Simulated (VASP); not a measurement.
# Al2BN (R-3m) in VASP: notebook

Al2BN is run at these levels: PBE; tasks: single point.

Everything below comes from runs of VASP 6.6.1. Logs are shortened: lines on timing, memory, paths and dates and some standing lists are left out, and cuts for length are marked.

### Step 1. The cell of the first run

Symmetry: R-3m, No. 166, trigonal system. Conventional cell: a = 4.606 Å, b = 4.606 Å, c = 7.754 Å, α = 90.00°, β = 90.00°, γ = 120.00°. Within 2.4 Å of Al (site symmetry 3m) lie 1 N at 1.84 Å and 1 B at 2.04 Å. B (site symmetry -3m) has 8 Al at 2.04 to 2.71 Å within 2.8 Å. Within 2.4 Å of N (site symmetry -3m) lie 2 Al at 1.84 Å.

The cell was built from a structure type or drawn by symmetry, and may not be a known phase.

### Step 2. Single point, PBE, collinear spin, ferromagnetic start

Input file INCAR:

```
PREC = Accurate
ENCUT = 520
EDIFF = 1E-6
ISMEAR = 0
SIGMA = 0.1
LREAL = F
LASPH = T
NELM = 150
ALGO = Normal
ISIF = 2
LWAVE = F
LCHARG = F
ISPIN = 2
MAGMOM = 0 0 0 1
LORBIT = 11
GGA = PE
NBANDS = 19
```

Input file KPOINTS:

```
regular mesh
0
Gamma
  6 6 6
```

Input file POSCAR:

```
Al2BN
1.0
    2.3029021072      1.3295811515      2.5845673549
   -2.3029021072      1.3295811515      2.5845673549
    0.0000000000     -2.6591623031      2.5845673549
Al B N
2 1 1
Direct
    0.2627243971      0.2627243971      0.2627243971
    0.7372756029      0.7372756029      0.7372756029
    0.0000000000      0.0000000000      0.0000000000
    0.5000000000      0.5000000000      0.5000000000
```

Potentials or basis: VASP PAW PBE potentials, release 64 (Al, B, N).

The run is started by

```bash
> cat potpaw_PBE.64/Al/POTCAR potpaw_PBE.64/B/POTCAR potpaw_PBE.64/N/POTCAR > POTCAR
> mpirun -np 1 vasp_std > vasp.out
```

OUTCAR:

```text
PREC = Accurate
   ENCUT = 520
   EDIFF = 1E-6
   ISMEAR = 0
   LREAL = F
   LASPH = T
   NELM = 150
   ISIF = 2
   ISPIN = 2
   LORBIT = 11
   GGA = PE

 ion  position               nearest neighbor table
   1  0.263  0.263  0.263-   4 1.84   3 2.04   3 2.71   3 2.71   3 2.71   2 2.88   2 2.88   2 2.88
                             2 3.05   2 3.05   2 3.05
   2  0.737  0.737  0.737-   4 1.84   3 2.04   3 2.71   3 2.71   3 2.71   1 2.88   1 2.88   1 2.88
                             1 3.05   1 3.05   1 3.05
   3  0.000  0.000  0.000-   1 2.04   2 2.04   2 2.71   2 2.71   1 2.71   1 2.71   2 2.71   1 2.71

   4  0.500  0.500  0.500-   1 1.84   2 1.84

  LATTYP: Found a trigonal (rhomboedric) cell.
 ALAT       =     3.7082519555
 COS(alpha) =     0.2286659895

  Lattice vectors:

 A1 = (   2.3029021072,   1.3295811515,   2.5845673549)
 A2 = (  -2.3029021072,   1.3295811515,   2.5845673549)
 A3 = (   0.0000000000,  -2.6591623031,   2.5845673549)

Analysis of symmetry for initial positions (statically):
=====================================================================
 Subroutine PRICEL returns:
 Original cell was already a primitive cell.

 Routine SETGRP: Setting up the symmetry group for a
 trigonal (rhombohedral) supercell.

 Subroutine GETGRP returns: Found 12 space group operations
 (whereof 12 operations were pure point group operations)
 out of a pool of 12 trial point group operations.

The static configuration has the point symmetry D_3d.

Analysis of symmetry for dynamics (positions and initial velocities):
=====================================================================
 Subroutine PRICEL returns:
 Original cell was already a primitive cell.

 Routine SETGRP: Setting up the symmetry group for a
 trigonal (rhombohedral) supercell.

 Subroutine GETGRP returns: Found 12 space group operations
 (whereof 12 operations were pure point group operations)
 out of a pool of 12 trial point group operations.

The dynamic configuration has the point symmetry D_3d.

Analysis of structural, dynamic, and magnetic symmetry:
=====================================================================
 Subroutine PRICEL returns:
 Original cell was already a primitive cell.

 Routine SETGRP: Setting up the symmetry group for a
 trigonal (rhombohedral) supercell.

 Subroutine GETGRP returns: Found 12 space group operations
 (whereof 12 operations were pure point group operations)
 out of a pool of 12 trial point group operations.

The overall configuration has the point symmetry D_3d.

 Subroutine INISYM returns: Found 12 space group operations
 (whereof 12 operations are pure point group operations),
 and found     1 'primitive' translations

----------------------------------------------------------------------------------------

                                     Primitive cell

  volume of cell :      47.4820

  direct lattice vectors                    reciprocal lattice vectors
     2.302902107  1.329581152  2.584567355     0.217117349  0.125352760  0.128970651
    -2.302902107  1.329581152  2.584567355    -0.217117349  0.125352760  0.128970651
     0.000000000 -2.659162303  2.584567355     0.000000000 -0.250705520  0.128970651

  length of vectors
     3.708251956  3.708251956  3.708251956     0.281933833  0.281933833  0.281933833

  position of ions in fractional coordinates (direct lattice)
     0.262724397  0.262724397  0.262724397
     0.737275603  0.737275603  0.737275603
     0.000000000  0.000000000  0.000000000
     0.500000000  0.500000000  0.500000000

  ion indices of the primitive-cell ions
   primitive index   ion index
                 1           1
                 2           2
                 3           3
                 4           4

----------------------------------------------------------------------------------------

 KPOINTS: regular mesh

Automatic generation of k-mesh.
 Grid dimensions read from file:
 generate k-points for:    6    6    6

 Generating k-lattice:

  Cartesian coordinates                     Fractional coordinates (reciprocal lattice)
     0.036186225  0.020892127  0.021495108     0.166666667  0.000000000  0.000000000
    -0.036186225  0.020892127  0.021495108     0.000000000  0.166666667  0.000000000
     0.000000000 -0.041784253  0.021495108    -0.000000000 -0.000000000  0.166666667

  Length of vectors
     0.046988972  0.046988972  0.046988972

  Shift w.r.t. Gamma in fractional coordinates (k-lattice)
     0.000000000  0.000000000  0.000000000

 Subroutine IBZKPT returns following result:
 ===========================================

 Found     32 irreducible k-points:

 Following reciprocal coordinates:
            Coordinates               Weight
  0.000000  0.000000  0.000000      1.000000
  0.166667  0.000000 -0.000000      6.000000
  0.333333  0.000000  0.000000      6.000000
  0.500000  0.000000 -0.000000      3.000000
  0.166667  0.166667  0.000000      6.000000
  0.333333  0.166667 -0.000000     12.000000
[... 16 lines left out ...]
  0.500000  0.500000  0.166667      6.000000
 -0.333333  0.500000  0.166667     12.000000
 [... further k-points ...]
   k-points           NKPTS =     32   k-points in BZ     NKDIM =     32   number of bands    NBANDS=     19
   number of dos      NEDOS =    301   number of ions     NIONS =      4
   total plane-waves  NPLWV =  21952
   dimension x,y,z NGX =    28 NGY =   28 NGZ =   28
   dimension x,y,z NGXF=    56 NGYF=   56 NGZF=   56
   ions per type =               2   1   1
   NGX,Y,Z   is equivalent  to a cutoff of  12.55, 12.55, 12.55 a.u.
   NGXF,Y,Z  is equivalent  to a cutoff of  25.11, 25.11, 25.11 a.u.
 SYSTEM =  unknown system
   PREC   = accura    normal or accurate (medium, high low for compatibility)
   ISTART =      0    job   : 0-new  1-cont  2-samecut
   ICHARG =      2    charge: 1-file 2-atom 10-const
   ISPIN  =      2    spin polarized calculation?
   LNONCOLLINEAR =      F non collinear calculations
   LSORBIT =      F    spin-orbit coupling
   LASPH  =      T    aspherical Exc in radial PAW
   ENCUT  =  520.0 eV  38.22 Ry    6.18 a.u.   6.89  6.89  6.89*2*pi/ulx,y,z
   NELM   =    150;   NELMIN=  2; NELMDL= -5     # of ELM steps
   EDIFF  = 0.1E-05   stopping-criterion for ELM
   LREAL  =      F    real-space projection
   EDIFFG = 0.1E-04   stopping-criterion for IOM
   NSW    =      0    number of steps for IOM
   IBRION =     -1    ionic relax: 0-MD 1-quasi-New 2-CG
   NFREE  =      0    steps in history (QN), initial steepest desc. (CG)
   ISIF   =      2    stress and relaxation
   ISYM   =      2    0-nonsym 1-usesym 2-fastsym
   POTIM  = 0.5000    time-step for ionic-motion
   TEBEG  =    0.0;   TEEND  =   0.0 temperature during run
   PSTRESS=    0.0 pullay stress
   NELECT =      14.0000    total number of electrons
   NUPDOWN=      -1.0000    fix difference up-down
   EMIN   =  10.00;   EMAX   =-10.00  energy-range for DOS
   EFERMI =   0.00;   METHOD = LEGACY
   ISMEAR =     0;   SIGMA  =   0.10  broadening in eV -4-tet -1-fermi 0-gaus
   EFERMI_NEDOS =   21; number of points for ismear=-14 and -15
   IALGO  =     38    algorithm
   IMIX   =      4    mixing-type and parameters
     AMIX     =   0.40;   BMIX     =  1.00
     AMIX_MAG =   1.60;   BMIX_MAG =  1.00
  volume/ion in A,a.u.               =      11.87        80.11
  Fermi-wavevector in a.u.,A,eV,Ry     =   1.089618  2.059080 16.153761  1.187268
  Thomas-Fermi vector in A             =   2.225825
   LORBIT       =     11    0 simple, 1 ext, 2 COOP (PROOUT), +10 PAW based schemes
   GGA     = PE    functional components
   LHFCALC =     F    Hartree Fock is set to
   AEXX    =    0.0000 exact exchange contribution
   IVDW    =     0    specifies the selected vdW correction
   LEPSILON=     F    determine dielectric tensor
   LRPA    =     F    only Hartree local field effects (RPA)
 spin polarized calculation
 Gauss-broadening in eV      SIGMA  =   0.10
  energy-cutoff  :      520.00
  volume of cell :       47.48
 maximum number of plane-waves:      1306
   NGX = 13   NGY = 13   NGZ = 13

 number of electron      14.0000003 magnetization       0.0016316

 Free energy of the ion-electron system (eV)
  ---------------------------------------------------
  ext. energy  EPLUGINS =         0.00000000
  ---------------------------------------------------
  free energy    TOTEN  =       -19.80144468 eV

  energy without entropy =      -19.78881467  energy(sigma->0) =      -19.79512967

 E-fermi :   7.1460     XC(G=0): -10.7125

 val. band max:        7.1169923379   @ k =   0.5000   0.1667  -0.0000
 cond. band min:       7.1690774326   @ k =   0.5000   0.5000   0.1667
 fundamental gap:      0.0520850947
 Fermi energy:         7.1460044081

 spin component 1

 k-point     1 :       0.0000    0.0000    0.0000
  band No.  band energies     occupation
      1      -8.4718      1.00000
      2      -1.0534      1.00000
      3       2.2454      1.00000
      4       3.6421      1.00000
      5       3.6421      1.00000
      6       6.2166      1.00000
[... 505 lines left out ...]
      6       5.3417      1.00000
[... 11 lines left out ...]
     18      20.8366      0.00000
     19      21.8294      0.00000

 [... further k-points ...]

 spin component 2

 k-point     1 :       0.0000    0.0000    0.0000
  band No.  band energies     occupation
      1      -8.4709      1.00000
      2      -1.0526      1.00000
      3       2.2460      1.00000
      4       3.6432      1.00000
      5       3.6432      1.00000
      6       6.2167      1.00000
[... 505 lines left out ...]
      6       5.3424      1.00000
[... 11 lines left out ...]
     18      20.8368      0.00000
     19      21.8297      0.00000

 [... further k-points ...]

------------------------ aborting loop because EDIFF is reached ----------------------------------------

  FORCE on cell =-STRESS in cart. coord.  units (eV):
  Direction    XX          YY          ZZ          XY          YZ          ZX
  --------------------------------------------------------------------------------------
  -------------------------------------------------------------------------------------
  Total       -0.0125670     -0.0125670     -0.0483240      0.0000000      0.0000000      0.0000000
  in kB       -0.4240457     -0.4240457     -1.6305875      0.0000000      0.0000000      0.0000000
  external PRESSURE =      -0.8262263 kB  Pullay stress =       0.0000000 kB

 VOLUME and BASIS-vectors are now :
 -----------------------------------------------------------------------------
  energy-cutoff  :      520.00
  volume of cell :       47.48
      direct lattice vectors                 reciprocal lattice vectors
     2.302902107  1.329581152  2.584567355     0.217117349  0.125352760  0.128970651
    -2.302902107  1.329581152  2.584567355    -0.217117349  0.125352760  0.128970651
     0.000000000 -2.659162303  2.584567355     0.000000000 -0.250705520  0.128970651

 POSITION                                       TOTAL-FORCE (eV/Angst)
 -----------------------------------------------------------------------------------
      0.00000     -0.00000      2.03709         0.000000     -0.000000      0.016917
      0.00000     -0.00000      5.71662         0.000000      0.000000     -0.016917
      0.00000      0.00000      0.00000         0.000000     -0.000000      0.000000
      0.00000     -0.00000      3.87685         0.000000     -0.000000     -0.000000
 -----------------------------------------------------------------------------------
    total drift:                               -0.000000     -0.000000      0.000000

  FREE ENERGIE OF THE ION-ELECTRON SYSTEM (eV)
  ---------------------------------------------------
  free  energy   TOTEN  =       -19.8014446785 eV

  energy  without entropy=      -19.7888146693  energy(sigma->0) =      -19.79512967

 total charge

# of ion       s       p       d       tot
------------------------------------------
    1        0.391   0.364   0.000   0.755
    2        0.391   0.364   0.000   0.755
    3        0.763   0.993   0.000   1.755
    4        1.304   2.354   0.000   3.658
--------------------------------------------------
tot          2.848   4.074   0.000   6.922

 magnetization (x)

# of ion       s       p       d       tot
------------------------------------------
    1       -0.000   0.000   0.000  -0.000
    2       -0.000   0.000   0.000  -0.000
    3        0.000   0.000   0.000   0.000
    4        0.000   0.000   0.000   0.000
--------------------------------------------------
tot          0.000   0.001   0.000   0.001
```

Wall time 82 s (1 thread of Intel Xeon 8259CL, shared host); peak memory 0.19 GiB.

What came out:

| Quantity | Value |
| --- | --- |
| Free energy | -19.8014 eV |
| Pressure | -0.1 GPa |
| Largest force | 0.017 eV/Å |
| Band gap on the k mesh | zero (filled and empty bands overlap) |
| Net moment | 0.00 μB per cell |
| Valence electrons inside the program's atomic spheres | Al 0.76; B 1.75; N 3.66 |

Forces on the atoms (eV/Å):
```
Al   0.000  0.000  0.017
Al   0.000  0.000 -0.017
B    0.000  0.000  0.000
N    0.000  0.000  0.000
```

Levels at points of the mesh, in eV from the Fermi level:
Spin up:
| k point | band 4 | band 5 | band 6 | band 7 | band 8 | band 9 | band 10 | band 11 |
| --- | --- | --- | --- | --- | --- | --- | --- | --- |
| (0.00, 0.00, 0.00) | -3.50 | -3.50 | -0.93 | 0.32 | 0.32 | 1.73 | 1.73 | 3.46 |
| (0.50, 0.00, 0.00) | -4.57 | -2.85 | -1.60 | -0.65 | -0.47 | 3.39 | 3.94 | 4.17 |
| (0.50, 0.50, 0.00) | -6.07 | -4.55 | -0.67 | -0.18 | 0.81 | 1.33 | 3.97 | 6.99 |
| (0.50, 0.50, 0.50) | -4.65 | -4.39 | -4.39 | -2.65 | -2.65 | 2.81 | 6.06 | 6.06 |
Spin down:
| k point | band 3 | band 4 | band 5 | band 6 | band 7 | band 8 | band 9 | band 10 | band 11 | band 12 |
| --- | --- | --- | --- | --- | --- | --- | --- | --- | --- | --- |
| (0.00, 0.00, 0.00) | -4.90 | -3.50 | -3.50 | -0.93 | 0.32 | 0.32 | 1.73 | 1.73 | 3.46 | 7.36 |
| (0.50, 0.00, 0.00) | -4.92 | -4.57 | -2.85 | -1.60 | -0.65 | -0.47 | 3.39 | 3.94 | 4.17 | 5.58 |
| (0.50, 0.50, 0.00) | -7.10 | -6.07 | -4.55 | -0.67 | -0.18 | 0.81 | 1.33 | 3.97 | 6.99 | 7.77 |
| (0.50, 0.50, 0.50) | -5.30 | -4.65 | -4.39 | -4.39 | -2.65 | -2.65 | 2.81 | 6.06 | 6.06 | 7.30 |

[end of part 1 of 2]
